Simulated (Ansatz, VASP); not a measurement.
## Si: VASP beside Ansatz

```xyz
2
Lattice="0.0000 2.7355 2.7355 2.7355 0.0000 2.7355 2.7355 2.7355 0.0000" Properties=species:S:1:pos:R:3 pbc="T T T"
Si    2.7355    2.7355    2.7355
Si    4.1032    4.1032    4.1032
```

Alike in both runs: task single point; functional PBE; k mesh 10 × 10 × 10; occupations gaussian, width 0.01 eV; no spin polarisation.

|  | VASP | Ansatz |
| --- | --- | --- |
| version | VASP 6.6.1 | Ansatz 0.2.0 |
| potentials or method | VASP PAW PBE potentials, release 64 (Si), cutoff 500 eV | plane waves (420 eV) with PAW, scalar-relativistic |
| valence electrons in the cell | 8 | 8 |

Ansatz gave:

- pressure (GPa): 0.0

Question: Estimate VASP's values.

Answer: Pressure (GPa): -0.1.

The functional is the same, so the differences come from potentials, cutoffs and numerics.
